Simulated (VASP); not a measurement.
Write the native input for VASP 6.6.1 that does the following.

| Property | Result |
| --- | --- |
| Task | relaxation of cell and atoms |
| Functional | PBEsol |
| Potentials or basis | VASP PAW PBE potentials, release 64 (Tl_d, Ge_d, Se) |
| Cutoff | 600 eV |
| k mesh | 4 × 4 × 6 |
| Occupations | fermi-dirac, width 0.03 eV |
| Spin | no spin polarisation |
| Dipole correction | no |
| Further INCAR settings | ALGO = Normal; EDIFF = 1e-06; IBRION = 2; EDIFFG = -0.01; NSW = 100; ISIF = 3 |

The structure of Tl2GeSe4 lies in POSCAR:

```
Tl2GeSe4
1.0
    7.0036855800      0.0000000000      0.0000000000
    0.0000000000      7.0036855800      0.0000000000
    0.0000000000      0.0000000000      4.0650256500
Tl Ge Se
2 1 4
Direct
    0.5000000000      0.0000000000      0.5000000000
    0.0000000000      0.5000000000      0.5000000000
    0.0000000000      0.0000000000      0.0000000000
    0.2322243700      0.7677756300      0.0000000000
    0.2322243700      0.2322243700      0.0000000000
    0.7677756300      0.7677756300      0.0000000000
    0.7677756300      0.2322243700      0.0000000000
```

One way to write it, as run:

INCAR

```
SYSTEM = Tl2GeSe4
PREC     = Accurate       ! precision mode
ENCUT    = 600            ! plane-wave cutoff, eV
EDIFF    = 1E-6           ! SCF threshold, eV
ISMEAR   = -1             ! smearing method
SIGMA    = 0.03           ! smearing width, eV
LREAL    = .FALSE.        ! projectors in reciprocal space
LASPH    = .TRUE.         ! aspherical terms in the spheres
NELM     = 100            ! most SCF steps
ALGO     = Normal         ! electronic algorithm
ISIF     = 3              ! what is computed and relaxed
LWAVE    = .FALSE.        ! write WAVECAR
LCHARG   = .FALSE.        ! write CHGCAR
GGA      = PS             ! functional
IBRION   = 2              ! ionic algorithm
NSW      = 100            ! ionic steps
EDIFFG   = -0.01          ! ionic threshold
```

KPOINTS

```
regular mesh
0
G
  4 4 6
  0 0 0
```

Potentials or basis: VASP PAW PBE potentials, release 64 (Tl_d, Ge_d, Se).

Run with:

```console
$ cat potpaw_PBE.64/Tl_d/POTCAR potpaw_PBE.64/Ge_d/POTCAR potpaw_PBE.64/Se/POTCAR > POTCAR
$ mpirun -np 1 vasp_std > vasp.out
```

Results of the run:

- Relaxed volume: 27.01 Å³/atom
- Relaxed cell: a = 6.961 Å, b = 6.961 Å, c = 3.902 Å, α = 90.00°, β = 90.00°, γ = 90.00°
- Space group after relaxing (to 0.1 Å): P4/mmm (No. 123)
- Energy gained by relaxing: 41.1 meV/atom
- Ionic steps: 17
- Pressure after relaxing: 0.0 GPa
- Largest force after relaxing: 0.007 eV/Å
- Band gap on the k mesh: zero (bands 32 and 33 overlap by 1.28 eV)

Caveat: the PAW data sets were made with another functional, which shifts forces and pressure a little; spin-orbit coupling is left out, which moves the levels of the heavy elements.

Run time: 32 min on 1 thread of Intel Xeon 8259CL, on a shared host, peak memory 0.48 GiB.
